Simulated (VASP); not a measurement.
Wanted: the native input for a VASP 6.6.1 run.

* Task: single point
* Functional: PBE
* Potentials or basis: VASP PAW PBE potentials, release 64 (Mg, Al, C, N)
* Cutoff: 520 eV
* k mesh: 4 × 4 × 4
* Occupations: gaussian, width 0.1 eV
* Spin: no spin polarisation
* Dipole correction: no
* Further INCAR settings: ALGO = Normal; EDIFF = 1e-06; NBANDS = 42

The structure of MgAlC6N6 lies in POSCAR:

```
MgAlC6N6
1.0
    0.0000000000      5.4089423863      5.4089423863
    5.4089423863      0.0000000000      5.4089423863
    5.4089423863      5.4089423863      0.0000000000
Mg Al C N
1 1 6 6
Direct
    0.5000000000      0.5000000000      0.5000000000
    0.0000000000      0.0000000000      0.0000000000
    0.8076109925      0.1923890075      0.1923890075
    0.1923890075      0.8076109925      0.1923890075
    0.1923890075      0.1923890075      0.8076109925
    0.1923890075      0.8076109925      0.8076109925
    0.8076109925      0.1923890075      0.8076109925
    0.8076109925      0.8076109925      0.1923890075
    0.7000215683      0.2999784317      0.2999784317
    0.2999784317      0.7000215683      0.2999784317
    0.2999784317      0.2999784317      0.7000215683
    0.2999784317      0.7000215683      0.7000215683
    0.7000215683      0.2999784317      0.7000215683
    0.7000215683      0.7000215683      0.2999784317
```

One way to write it, as run:

INCAR

```
SYSTEM = MgAlC6N6
ALGO = Normal
EDIFF = 1E-6
ENCUT = 520
GGA = PE
ISIF = 2
ISMEAR = 0
LASPH = .True.
LCHARG = .False.
LREAL = .False.
LWAVE = .False.
NBANDS = 42
NELM = 100
PREC = Accurate
SIGMA = 0.1
```

KPOINTS

```
k-points
0
Gamma
  4 4 4
  0 0 0
```

Potentials or basis: VASP PAW PBE potentials, release 64 (Mg, Al, C, N).

The run is started by

```sh
$ cat potpaw_PBE.64/Mg/POTCAR potpaw_PBE.64/Al/POTCAR potpaw_PBE.64/C/POTCAR potpaw_PBE.64/N/POTCAR > POTCAR
$ mpirun -np 1 vasp_std > vasp.out
```

Results of the run:

| Quantity | Value |
| --- | --- |
| Pressure | 0.5 GPa |
| Largest force | 0.416 eV/Å |

It took 2.3 min on 1 thread of Intel(R) Xeon(R) Platinum 8259CL CPU @ 2.50GHz (Skylake/Cascade Lake), with other jobs on the host, peak memory 0.56 GiB.
